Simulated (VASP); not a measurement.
# Be12N in VASP: notebook

Be12N is run at these levels: PBE+D3(BJ); tasks: single point.

Everything below comes from runs of VASP 6.6.1. Logs are shortened: lines on timing, memory, paths and dates and some standing lists are left out, and cuts for length are marked.

**1. The cell of the first run**

The cell holds a slab with vacuum, 26 atoms: a = 4.580 Å, b = 6.870 Å, c = 17.383 Å, α = 90.00°, β = 90.00°, γ = 60.00°.

**2. Single point, PBE+D3(BJ)**

The input, INCAR:

```
ALGO = Normal
EDIFF = 1E-7
ENCUT = 520
GGA = PE
ISIF = 2
ISMEAR = -1
IVDW = 12
LASPH = T
LCHARG = F
LREAL = Auto
LWAVE = F
NBANDS = 48
NELM = 100
PREC = Accurate
SIGMA = 0.1
```

The input, KPOINTS:

```
k-points
0
Gamma
  4 3 1
```

The input, POSCAR:

```
Be12N
1.0
    4.5800000000      0.0000000000      0.0000000000
    3.4350000000      5.9495950000      0.0000000000
    0.0000000000      0.0000000000     17.3826450000
Be N
24 2
Direct
   -0.1666666387      0.2222221849      0.0575285867
    0.3333333613      0.2222221849      0.0575285867
   -0.1666667227      0.5555556303      0.0575285867
    0.3333332773      0.5555556303      0.0575285867
   -0.1666666807      0.8888889076      0.0575285867
    0.3333333193      0.8888889076      0.0575285867
    0.0026114921     -0.0026860652      0.1615673564
    0.5026751275     -0.0026664000      0.1615551603
    0.0026979127      0.3306176303      0.1615811633
    0.5026349522      0.3306075456      0.1615807606
    0.0026362462      0.6639848595      0.1615429067
    0.5026730228      0.6639643539      0.1615484295
   -0.1664439246      0.2235269796      0.2637715952
    0.3336862633      0.2234547057      0.2637570404
   -0.1662114479      0.5567797472      0.2636916879
    0.3335438730      0.5567854619      0.2636678710
   -0.1663421690      0.8901019313      0.2636947944
    0.3336127024      0.8902066443      0.2636887539
    0.0029174835     -0.0014821177      0.3677789542
    0.5030846884     -0.0015088422      0.3677115307
    0.0029746003      0.3319046086      0.3679002246
    0.5028293915      0.3319873033      0.3678609901
    0.0029592843      0.6652353648      0.3677638817
    0.5029984670      0.6651615782      0.3675010909
    0.5405514987      0.7027246392      0.5798276384
    0.2678878490      0.8245014997      0.5792028198
```

Potentials or basis: VASP PAW PBE potentials, release 64 (Be, N).

Launch:

```sh
> cat potpaw_PBE.64/Be/POTCAR potpaw_PBE.64/N/POTCAR > POTCAR
> mpirun -np 1 vasp_std > vasp.out
```

OUTCAR:

```text
EDIFF = 1E-7
   ENCUT = 520
   GGA = PE
   ISIF = 2
   ISMEAR = -1
   IVDW = 12
   LASPH = T
   LREAL = Auto
   NELM = 100
   PREC = Accurate
 IVDW          = 12

 ion  position               nearest neighbor table
   1  0.833  0.222  0.058-  10 2.23   9 2.24   7 2.25   5 2.29   6 2.29   2 2.29   2 2.29   4 2.29
                             3 2.29
   2  0.333  0.222  0.058-   9 2.23  10 2.24   8 2.25   6 2.29   5 2.29   1 2.29   1 2.29   3 2.29
                             4 2.29
   3  0.833  0.556  0.058-  12 2.23  11 2.24   9 2.25   5 2.29   6 2.29   4 2.29   4 2.29   2 2.29
                             1 2.29
   4  0.333  0.556  0.058-  11 2.23  12 2.24  10 2.25   6 2.29   5 2.29   3 2.29   3 2.29   1 2.29
                             2 2.29
   5  0.833  0.889  0.058-   8 2.23   7 2.24  11 2.25   1 2.29   3 2.29   4 2.29   2 2.29   6 2.29
                             6 2.29
   6  0.333  0.889  0.058-   7 2.23   8 2.24  12 2.25   2 2.29   4 2.29   3 2.29   1 2.29   5 2.29
                             5 2.29
   7  0.003  0.997  0.162-  17 2.21  18 2.21  13 2.23   6 2.23   5 2.24   1 2.25   8 2.29  10 2.29
                            11 2.29   9 2.29  12 2.29   8 2.29
   8  0.503  0.997  0.162-  18 2.21  17 2.21  14 2.23   5 2.23   6 2.24   2 2.25  10 2.29   7 2.29
                             9 2.29  11 2.29  12 2.29   7 2.29
   9  0.003  0.331  0.162-  13 2.21  14 2.21  15 2.23   2 2.23   1 2.24   3 2.25  10 2.29   8 2.29
[... 16 lines left out ...]
                            18 2.29  14 2.29  18 2.29  13 2.29
  18  0.334  0.890  0.264-   8 2.21   7 2.21  12 2.23  19 2.23  20 2.24  24 2.25  14 2.29  17 2.29
                            13 2.29  17 2.29  15 2.29  16 2.29
  19  0.003  0.999  0.368-  18 2.23  17 2.24  13 2.25  20 2.29  23 2.29  24 2.29  21 2.29  22 2.29
                            20 2.29
  20  0.503  0.998  0.368-  17 2.23  18 2.24  14 2.25  19 2.29  23 2.29  24 2.29  21 2.29  22 2.29
                            19 2.29
  21  0.003  0.332  0.368-  14 2.24  13 2.24  15 2.25  22 2.29  24 2.29  23 2.29  22 2.29  19 2.29
                            20 2.29
  22  0.503  0.332  0.368-  13 2.23  14 2.24  16 2.25  24 2.29  23 2.29  21 2.29  21 2.29  20 2.29
                            19 2.29
  23  0.003  0.665  0.368-  16 2.23  15 2.24  17 2.25  22 2.29  20 2.29  19 2.29  24 2.29  21 2.29
                            24 2.29
  24  0.503  0.665  0.368-  15 2.23  16 2.23  18 2.25  22 2.29  21 2.29  23 2.29  23 2.29  20 2.29
                            19 2.29
  25  0.541  0.703  0.580-  26 1.10
  26  0.268  0.825  0.579-  25 1.10

  LATTYP: Found a simple monoclinic cell.
 ALAT       =     4.5800000000
 B/A-ratio  =     3.7953373362
 C/A-ratio  =     1.3228757576
 COS(beta)  =    -0.1889822219

  Lattice vectors:

 A1 = (   4.5800000000,   0.0000000000,   0.0000000000)
 A2 = (   0.0000000000,   0.0000000000, -17.3826450000)
 A3 = (  -1.1450000000,   5.9495950000,   0.0000000000)

Analysis of symmetry for initial positions (statically):
=====================================================================
 Subroutine PRICEL returns:
 Original cell was already a primitive cell.

 Routine SETGRP: Setting up the symmetry group for a
 simple monoclinic supercell.

 Subroutine GETGRP returns: Found  1 space group operations
 (whereof  1 operations were pure point group operations)
 out of a pool of  4 trial point group operations.

The static configuration has the point symmetry C_1 .

Analysis of symmetry for dynamics (positions and initial velocities):
=====================================================================
 Subroutine PRICEL returns:
 Original cell was already a primitive cell.

 Routine SETGRP: Setting up the symmetry group for a
 simple monoclinic supercell.

 Subroutine GETGRP returns: Found  1 space group operations
 (whereof  1 operations were pure point group operations)
 out of a pool of  4 trial point group operations.

The dynamic configuration has the point symmetry C_1 .

 Subroutine INISYM returns: Found  1 space group operations
 (whereof  1 operations are pure point group operations),
 and found     1 'primitive' translations

----------------------------------------------------------------------------------------

                                     Primitive cell

  volume of cell :     473.6622

  direct lattice vectors                    reciprocal lattice vectors
     4.580000000  0.000000000  0.000000000     0.218340611 -0.126059001  0.000000000
     3.435000000  5.949595000  0.000000000     0.000000000  0.168078668  0.000000000
[... 67 lines left out ...]
 Grid dimensions read from file:
 generate k-points for:    4    3    1

 Generating k-lattice:

  Cartesian coordinates                     Fractional coordinates (reciprocal lattice)
     0.054585153 -0.031514750  0.000000000     0.250000000  0.000000000  0.000000000
     0.000000000  0.056026223  0.000000000     0.000000000  0.333333333  0.000000000
     0.000000000  0.000000000  0.057528644     0.000000000  0.000000000  1.000000000

  Length of vectors
     0.063029504  0.056026223  0.057528644

  Shift w.r.t. Gamma in fractional coordinates (k-lattice)
     0.000000000  0.000000000  0.000000000

 Subroutine IBZKPT returns following result:
 ===========================================

 Found      7 irreducible k-points:

 Following reciprocal coordinates:
            Coordinates               Weight
  0.000000  0.000000  0.000000      1.000000
  0.250000  0.000000  0.000000      2.000000
  0.500000  0.000000  0.000000      1.000000
  0.000000  0.333333  0.000000      2.000000
  0.250000  0.333333  0.000000      2.000000
  0.500000  0.333333  0.000000      2.000000
 -0.250000  0.333333  0.000000      2.000000
   k-points           NKPTS =      7   k-points in BZ     NKDIM =      7   number of bands    NBANDS=     48
   number of dos      NEDOS =    301   number of ions     NIONS =     26
   total plane-waves  NPLWV = 272160
   dimension x,y,z NGX =    36 NGY =   54 NGZ =  140
   dimension x,y,z NGXF=    72 NGYF=  108 NGZF=  280
   ions per type =              24   2
   NGX,Y,Z   is equivalent  to a cutoff of  13.07, 13.07, 13.39 a.u.
   NGXF,Y,Z  is equivalent  to a cutoff of  26.13, 26.13, 26.78 a.u.
 SYSTEM =  unknown system
   PREC   = accura    normal or accurate (medium, high low for compatibility)
   ISTART =      0    job   : 0-new  1-cont  2-samecut
   ICHARG =      2    charge: 1-file 2-atom 10-const
   ISPIN  =      1    spin polarized calculation?
   LNONCOLLINEAR =      F non collinear calculations
   LSORBIT =      F    spin-orbit coupling
   LASPH  =      T    aspherical Exc in radial PAW
   ENCUT  =  520.0 eV  38.22 Ry    6.18 a.u.   8.52 12.77 32.32*2*pi/ulx,y,z
   NELM   =    100;   NELMIN=  2; NELMDL= -5     # of ELM steps
   EDIFF  = 0.1E-06   stopping-criterion for ELM
   LREAL  =      T    real-space projection
   EDIFFG = 0.1E-05   stopping-criterion for IOM
   NSW    =      0    number of steps for IOM
   IBRION =     -1    ionic relax: 0-MD 1-quasi-New 2-CG
   NFREE  =      0    steps in history (QN), initial steepest desc. (CG)
   ISIF   =      2    stress and relaxation
   ISYM   =      2    0-nonsym 1-usesym 2-fastsym
   POTIM  = 0.5000    time-step for ionic-motion
   TEBEG  =    0.0;   TEEND  =   0.0 temperature during run
   PSTRESS=    0.0 pullay stress
   NELECT =      58.0000    total number of electrons
   NUPDOWN=      -1.0000    fix difference up-down
   EMIN   =  10.00;   EMAX   =-10.00  energy-range for DOS
   EFERMI =   0.00;   METHOD = LEGACY
   ISMEAR =    -1;   SIGMA  =   0.10  broadening in eV -4-tet -1-fermi 0-gaus
   EFERMI_NEDOS =   21; number of points for ismear=-14 and -15
   IALGO  =     38    algorithm
   IMIX   =      4    mixing-type and parameters
     AMIX     =   0.40;   BMIX     =  1.00
     AMIX_MAG =   1.60;   BMIX_MAG =  1.00
  volume/ion in A,a.u.               =      18.22       122.94
  Fermi-wavevector in a.u.,A,eV,Ry     =   0.812945  1.536244  8.991816  0.660880
  Thomas-Fermi vector in A             =   1.922580
   LORBIT       =      0    0 simple, 1 ext, 2 COOP (PROOUT), +10 PAW based schemes
   GGA     = PE    functional components
   LHFCALC =     F    Hartree Fock is set to
   AEXX    =    0.0000 exact exchange contribution
   IVDW    =    12    specifies the selected vdW correction
   LEPSILON=     F    determine dielectric tensor
   LRPA    =     F    only Hartree local field effects (RPA)
 non-spin polarized calculation
  energy-cutoff  :      520.00
  volume of cell :      473.66
 maximum number of plane-waves:     12819
 NGX is ok and might be reduce to    36
   NGX = 17   NGY = 25   NGZ = 65

 number of electron      57.9999998 magnetization

 Free energy of the ion-electron system (eV)
  ---------------------------------------------------
  ext. energy  EPLUGINS =         0.00000000
  ---------------------------------------------------
  free energy    TOTEN  =      -100.95647195 eV

  energy without entropy =     -100.72827054  energy(sigma->0) =     -100.84237124

 E-fermi :  -0.2843     XC(G=0):  -6.1324

 val. band max:       -0.2847819952   @ k =   0.5000   0.0000   0.0000
 cond. band min:      -0.2146954801   @ k =   0.2500   0.3333   0.0000
 fundamental gap:      0.0700865151
 Fermi energy:        -0.2842883886

 k-point     1 :       0.0000    0.0000    0.0000
  band No.  band energies     occupation
      1     -23.2099      2.00000
      2     -10.2661      2.00000
      3      -8.7940      2.00000
      4      -8.2803      2.00000
      5      -7.1248      2.00000
      6      -7.1245      2.00000
[... 297 lines left out ...]
     40       3.1857      0.00000
     41       3.5120      0.00000
 [bands above 41 left out]

------------------------ aborting loop because EDIFF is reached ----------------------------------------

 Edisp (eV)   -6.12266

 E8    (eV) :    -2.1929

  FORCE on cell =-STRESS in cart. coord.  units (eV):
  Direction    XX          YY          ZZ          XY          YZ          ZX
  --------------------------------------------------------------------------------------
  -------------------------------------------------------------------------------------
  Total     -16.74201   -23.19029     0.01087    -0.12672    -0.01828     0.01431
  in kB     -56.63036   -78.44188     0.03676    -0.42864    -0.06184     0.04841
  external pressure =      -45.01 kB  Pullay stress =        0.00 kB

 VOLUME and BASIS-vectors are now :
 -----------------------------------------------------------------------------
  energy-cutoff  :      520.00
  volume of cell :      473.66
      direct lattice vectors                 reciprocal lattice vectors
     4.580000000  0.000000000  0.000000000     0.218340611 -0.126059001  0.000000000
     3.435000000  5.949595000  0.000000000     0.000000000  0.168078668  0.000000000
     0.000000000  0.000000000 17.382645000     0.000000000  0.000000000  0.057528644

 POSITION                                       TOTAL-FORCE (eV/Angst)
 -----------------------------------------------------------------------------------
      4.58000      1.32213      1.00000        -0.001246     -0.000124     -0.005772
      2.29000      1.32213      1.00000         0.001242      0.001295     -0.005178
      5.72500      3.30533      1.00000         0.001857     -0.000022     -0.006595
      3.43500      3.30533      1.00000        -0.001822     -0.000440     -0.007073
      6.87000      5.28853      1.00000        -0.000113      0.001041     -0.007446
      4.58000      5.28853      1.00000         0.000223      0.000615     -0.006523
[... 18 lines left out ...]
      4.88958      4.18093     10.07894         1.327140     -1.155995      0.018594
      4.05909      4.90545     10.06808        -1.327029      1.156141     -0.018088
 -----------------------------------------------------------------------------------
    total drift:                                0.000959     -0.005201      0.000811

  FREE ENERGIE OF THE ION-ELECTRON SYSTEM (eV)
  ---------------------------------------------------
  free  energy   TOTEN  =      -107.0791306087 eV

  energy  without entropy=     -106.8509291974  energy(sigma->0) =     -106.96502990
```

Wall time 3.1 min (1 thread of Intel Xeon 6975P-C (Granite Rapids), shared host); peak memory 0.58 GiB.

What came out:

```
Free energy                : -107.0791 eV
Largest force              : 1.760 eV/Å
Band gap on the k mesh     : zero (band 29 reaches 0.16 eV, above the bottom of band 30 at -0.70 eV)
Dispersion energy per atom : -0.235 eV
```

Forces on the atoms (eV/Å):
```
Be  -0.001  0.000 -0.006
Be   0.001  0.001 -0.005
Be   0.002  0.000 -0.007
Be  -0.002  0.000 -0.007
Be   0.000  0.001 -0.007
Be   0.000  0.001 -0.007
Be   0.000  0.000  0.001
Be   0.000  0.000  0.000
Be   0.000  0.000  0.001
Be   0.000  0.000  0.001
Be   0.000  0.000  0.000
Be   0.000  0.000  0.001
Be   0.000  0.000  0.000
Be  -0.001  0.000  0.000
Be  -0.001  0.000  0.000
Be   0.000  0.000  0.000
Be   0.000  0.000  0.000
Be  -0.001  0.000  0.000
Be   0.000 -0.001  0.006
Be   0.000  0.000  0.006
Be   0.000  0.000  0.006
Be   0.001  0.000  0.006
Be   0.000  0.001  0.006
Be   0.000  0.000  0.005
N    1.327 -1.156  0.019
N   -1.327  1.156 -0.018
```

Caveat: the k points lie up to 0.40 Å⁻¹ apart; the standard files for N, O and F lose accuracy on very short bonds.

**3. Single point, PBE+D3(BJ)**

The input, INCAR:

```
PREC = Accurate ; ENCUT = 520
EDIFF = 1E-6 ; ISMEAR = -1
SIGMA = 0.1 ; LREAL = Auto
LASPH = T ; NELM = 80
ALGO = Normal ; ISIF = 2
LWAVE = F ; LCHARG = F
GGA = PE ; IVDW = 12
NBANDS = 48
```

The input, KPOINTS:

```
regular mesh
0
Gamma
  4 3 1
```

The input, POSCAR:

```
Be12N
1.0
    4.5800000000      0.0000000000      0.0000000000
    3.4350000000      5.9495950000      0.0000000000
    0.0000000000      0.0000000000     17.3826450000
Be N
24 2
Direct
   -0.1666666387      0.2222221849      0.0575285867
    0.3333333613      0.2222221849      0.0575285867
   -0.1666667227      0.5555556303      0.0575285867
    0.3333332773      0.5555556303      0.0575285867
   -0.1666666807      0.8888889076      0.0575285867
    0.3333333193      0.8888889076      0.0575285867
    0.0012725899     -0.0019675289      0.1621437359
    0.5006686111     -0.0028938104      0.1620995539
    0.0004681879      0.3311568266      0.1612434701
    0.5014838539      0.3303772778      0.1615120714
    0.0004158710      0.6655631182      0.1615603379
    0.5003180904      0.6658463307      0.1613865439
   -0.1736404696      0.2266987921      0.2642246908
    0.3293645177      0.2247934523      0.2638399967
   -0.1747033003      0.5588346770      0.2640742534
    0.3254980534      0.5550782868      0.2626499592
   -0.1647400142      0.8878227846      0.2653887829
    0.3300224158      0.8907564296      0.2654726021
   -0.0201054109      0.0114162393      0.3691315102
    0.4864254000      0.0072852018      0.3679385387
   -0.0115377942      0.3361109454      0.3674964886
    0.4845032969      0.3371231151      0.3688367334
   -0.0468794366      0.6714083900      0.3766068398
    0.4504922541      0.6739369655      0.3682093260
    0.4684301144      0.7452134137      0.5295311502
    0.2338524485      0.7374564151      0.5331932511
```

Potentials or basis: VASP PAW PBE potentials, release 64 (Be, N).

Launch:

```sh
> cat potpaw_PBE.64/Be/POTCAR potpaw_PBE.64/N/POTCAR > POTCAR
> mpirun -np 1 vasp_std > vasp.out
```

Wall time 2.8 min (1 thread of Intel Xeon 6975P-C (Granite Rapids), shared host); peak memory 0.58 GiB.

It converged, with:

- Free energy: -106.6973 eV
- Largest force: 1.790 eV/Å
- Band gap on the k mesh: zero (band 29 reaches 0.21 eV, above the bottom of band 30 at -0.54 eV)
- Dispersion energy per atom: -0.238 eV

Forces in eV/Å, atoms in the order of the input:
```
Be  -0.028 -0.014 -0.002
Be  -0.020 -0.001 -0.008
Be   0.008  0.016 -0.009
Be  -0.029  0.002  0.007
Be  -0.025  0.019  0.026
Be  -0.014  0.019  0.019
Be  -0.047 -0.006 -0.001
Be   0.000  0.012  0.006
Be  -0.010  0.026  0.060
Be  -0.030  0.011  0.002
Be  -0.073 -0.015  0.046
Be  -0.055 -0.015  0.050
Be  -0.100 -0.010 -0.025
Be  -0.082  0.014 -0.003
Be  -0.105  0.040  0.083
Be  -0.101  0.073  0.151
Be  -0.128  0.065 -0.029
Be  -0.070  0.099 -0.114
Be  -0.090 -0.185 -0.121
Be  -0.139 -0.085  0.021
Be  -0.120  0.039  0.067
Be  -0.058  0.045 -0.053
Be   0.616 -0.028 -0.607
Be   0.684 -0.115 -0.183
N    1.765  0.074  0.245
N   -1.749 -0.082  0.371
```

Levels at points of the mesh, in eV from the Fermi level:
```
           k point  band 25  band 26  band 27  band 28  band 29  band 30  band 31  band 32  band 33  band 34
(0.00, 0.00, 0.00)    -1.38    -1.23    -0.44    -0.37    -0.10    -0.04     1.92     1.97     2.58     3.02
(0.50, 0.00, 0.00)    -0.70    -0.18    -0.16    -0.03     0.01     0.25     0.33     1.20     1.25     2.01
```

Caveat: the k points lie up to 0.40 Å⁻¹ apart; the standard files for N, O and F lose accuracy on very short bonds.

(Continued in part 2 of 2.)
